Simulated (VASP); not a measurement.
# Sc3Si2 (R-3c) in VASP: a series of runs, part 2 of 2

VASP 6.6.1. Earlier steps stand in the parts before.

## (3) Relaxation of cell and atoms, PBE

This run uses another cell than the first one, of 17.86 Å³/atom.

Input file INCAR:

```
SYSTEM = Sc3Si2
PREC = Accurate
ENCUT = 600
EDIFF = 1E-7
ISMEAR = 0
SIGMA = 0.1
LREAL = .FALSE.
LASPH = .TRUE.
NELM = 80
ALGO = Normal
ISIF = 3
LWAVE = .FALSE.
LCHARG = .FALSE.
GGA = PE
IBRION = 2
NSW = 90
EDIFFG = -0.04
```

Input file KPOINTS:

```
regular mesh
0
G
  3 3 3
  0 0 0
```

Input file POSCAR:

```
Sc3Si2
1.0
    3.0481963018      1.7598769553      5.5481750187
   -3.0481963018      1.7598769553      5.5481750187
    0.0000000000     -3.5197539108      5.5481750187
Sc Si
6 4
Direct
    0.0562500000      0.4437500000      0.7500000000
    0.7500000000      0.0562500000      0.4437500000
    0.4437500000      0.7500000000      0.0562500000
    0.9437500000      0.5562500000      0.2500000000
    0.2500000000      0.9437500000      0.5562500000
    0.5562500000      0.2500000000      0.9437500000
    0.8521800000      0.8521800000      0.8521800000
    0.6478200000      0.6478200000      0.6478200000
    0.1478200000      0.1478200000      0.1478200000
    0.3521800000      0.3521800000      0.3521800000
```

Potentials or basis: VASP PAW PBE potentials, release 64 (Sc_sv, Si).

Command:

```bash
> cat potpaw_PBE.64/Sc_sv/POTCAR potpaw_PBE.64/Si/POTCAR > POTCAR
> mpirun -np 1 vasp_std > vasp.out
```

OUTCAR:

```text
SYSTEM = Sc3Si2
   PREC = Accurate
   ENCUT = 600
   EDIFF = 1E-7
   ISMEAR = 0
   LREAL = .FALSE.
   LASPH = .TRUE.
   NELM = 80
   ISIF = 3
   GGA = PE
   IBRION = 2
   NSW = 90
   EDIFFG = -0.04

 ion  position               nearest neighbor table
   1  0.056  0.444  0.750-   9 2.38  10 2.38   7 2.53   8 2.53   2 3.23   3 3.23   4 3.36   4 3.36

   2  0.750  0.056  0.444-   9 2.38  10 2.38   8 2.53   7 2.53   3 3.23   1 3.23   5 3.36   5 3.36

   3  0.444  0.750  0.056-  10 2.38   9 2.38   7 2.53   8 2.53   2 3.23   1 3.23   6 3.36   6 3.36
[... 7 lines left out ...]
   7  0.852  0.852  0.852-   5 2.38   4 2.38   6 2.38   3 2.53   1 2.53   2 2.53
   8  0.648  0.648  0.648-   6 2.38   4 2.38   5 2.38   2 2.53   1 2.53   3 2.53
   9  0.148  0.148  0.148-   2 2.38   1 2.38   3 2.38   6 2.53   4 2.53   5 2.53
  10  0.352  0.352  0.352-   3 2.38   1 2.38   2 2.38   5 2.53   4 2.53   6 2.53

  LATTYP: Found a trigonal (rhomboedric) cell.
 ALAT       =     6.5704576424
 COS(alpha) =     0.5695481095

  Lattice vectors:
[... 173 lines left out ...]

 Free energy of the ion-electron system (eV)
  ---------------------------------------------------
  ext. energy  EPLUGINS =         0.00000000
  ---------------------------------------------------
  free energy    TOTEN  =       -58.26355527 eV

  energy without entropy =      -58.20478596  energy(sigma->0) =      -58.23417061

 E-fermi :   5.9475     XC(G=0): -10.6597

 val. band max:        5.9259498697   @ k =  -0.3333   0.3333   0.3333
 cond. band min:       5.9714631251   @ k =  -0.3333   0.3333   0.3333
 fundamental gap:      0.0455132554
 Fermi energy:         5.9475000342
[... 980 lines left out ...]
--------------------------------------- Ionic step        9  -------------------------------------------

 number of electron      82.0000003 magnetization

 Free energy of the ion-electron system (eV)
  ---------------------------------------------------
  ext. energy  EPLUGINS =         0.00000000
  ---------------------------------------------------
  free energy    TOTEN  =       -63.14531351 eV

  energy without entropy =      -63.09234799  energy(sigma->0) =      -63.11883075

 E-fermi :   4.0355     XC(G=0):  -9.4641

 val. band max:        4.0239771417   @ k =  -0.3333   0.3333   0.3333
 cond. band min:       4.0973463489   @ k =  -0.3333   0.3333   0.0000
 fundamental gap:      0.0733692072
 Fermi energy:         4.0355468229
[... 347 lines left out ...]
  FREE ENERGIE OF THE ION-ELECTRON SYSTEM (eV)
  ---------------------------------------------------
  free  energy   TOTEN  =       -63.1453135067 eV

  energy  without entropy=      -63.0923479926  energy(sigma->0) =      -63.11883075

 reached required accuracy - stopping structural energy minimisation
```

CONTCAR:

```text
Sc3Si2
   1.00000000000000
     3.3771564019644060    1.9498021576630642    6.0137679106128292
    -3.3771564019644060    1.9498021576630642    6.0137679106128292
     0.0000000000000000   -3.8996043155645745    6.0137679106180864
  Sc              Si
     6     4
Direct
     0.0520096890049411    0.4479903109950589    0.7500000000000000
     0.7500000000000013    0.0520096890049425    0.4479903109950572
     0.4479903109950576    0.7499999999999987    0.0520096890049427
     0.9479903109950588    0.5520096890049412    0.2500000000000000
     0.2499999999999986    0.9479903109950576    0.5520096890049427
     0.5520096890049424    0.2500000000000013    0.9479903109950573
     0.8482132672529479    0.8482132672529479    0.8482132672529384
     0.6517867327470521    0.6517867327470521    0.6517867327470616
     0.1517867327470522    0.1517867327470522    0.1517867327470616
     0.3482132672529479    0.3482132672529479    0.3482132672529384

  0.00000000E+00  0.00000000E+00  0.00000000E+00
  0.00000000E+00  0.00000000E+00  0.00000000E+00
  0.00000000E+00  0.00000000E+00  0.00000000E+00
  0.00000000E+00  0.00000000E+00  0.00000000E+00
  0.00000000E+00  0.00000000E+00  0.00000000E+00
  0.00000000E+00  0.00000000E+00  0.00000000E+00
  0.00000000E+00  0.00000000E+00  0.00000000E+00
  0.00000000E+00  0.00000000E+00  0.00000000E+00
  0.00000000E+00  0.00000000E+00  0.00000000E+00
  0.00000000E+00  0.00000000E+00  0.00000000E+00
```

It took 15 min on 1 thread of Intel Xeon Platinum 8259CL at 2.50GHz (Skylake/Cascade Lake), shared host; peak memory 0.43 GiB.

What came out:

| Quantity | Value |
| --- | --- |
| Free energy | -63.1453 eV |
| Relaxed volume | 23.76 Å³/atom |
| Relaxed cell | a = 7.167 Å, b = 7.167 Å, c = 7.167 Å, α = 56.22°, β = 56.22°, γ = 56.22° |
| Space group after relaxing (to 0.1 Å) | R-3c (No. 167) |
| Energy gained by relaxing | 488.2 meV/atom |
| Ionic steps | 9 |
| Pressure after relaxing | -0.1 GPa |
| Largest force after relaxing | 0.023 eV/Å |
| Band gap on the k mesh | zero (bands 41 and 42 overlap by 0.36 eV) |

Forces on the atoms (eV/Å):
```
Sc   0.023  0.000  0.000
Sc  -0.011  0.020  0.000
Sc  -0.011 -0.020  0.000
Sc  -0.023  0.000  0.000
Sc   0.011 -0.020  0.000
Sc   0.011  0.020  0.000
Si   0.000  0.000 -0.021
Si   0.000  0.000  0.021
Si   0.000  0.000  0.021
Si   0.000  0.000 -0.021
```

The path:
| step | energy change (eV) | largest force (eV/Å) | pressure (GPa) | volume (Å³) |
| --- | --- | --- | --- | --- |
| 1 | 0.0000 | 1.0633 | 31.85 | 178.58 |
| 2 | -3.2132 | 0.4035 | -9.00 | 286.91 |
| 3 | -4.8147 | 0.4889 | -0.34 | 238.08 |
| 4 | -4.8145 | 0.4976 | 0.03 | 236.78 |
| 5 | -4.8703 | 0.2078 | 0.19 | 236.47 |
| 6 | -4.8801 | 0.0392 | 0.34 | 236.27 |
| 7 | -4.8801 | 0.0317 | 0.33 | 236.28 |
| 8 | -4.8816 | 0.0198 | -0.17 | 238.01 |
| 9 | -4.8818 | 0.0228 | -0.05 | 237.60 |

Final structure:
```
Sc Si
1.0
     3.37716    1.94980    6.01377
    -3.37716    1.94980    6.01377
     0.00000   -3.89960    6.01377
Sc Si
6 4
Cartesian
  -1.3373 -1.9498 7.5172
  2.3572 -0.1832 7.5172
  -1.0199 2.1330 7.5172
  1.3373 1.9498 10.5241
  -2.3572 0.1832 10.5241
  1.0199 -2.1330 10.5241
  0.0000 0.0000 15.3029
  0.0000 0.0000 11.7591
  0.0000 0.0000 2.7384
  0.0000 0.0000 6.2822
```

Levels at points of the mesh, in eV from the Fermi level:
| k point | band 39 | band 40 | band 41 | band 42 | band 43 | band 44 |
| --- | --- | --- | --- | --- | --- | --- |
| (0.00, 0.00, 0.00) | -1.21 | -0.46 | 0.26 | 0.70 | 0.70 | 0.87 |

Caveat: the k points lie up to 0.38 Å⁻¹ apart in the final cell; the volume moved by over 15 % at a fixed basis, so the end points are rough.

The gap in the log of VASP goes by the Fermi energy; the results here count the filled bands.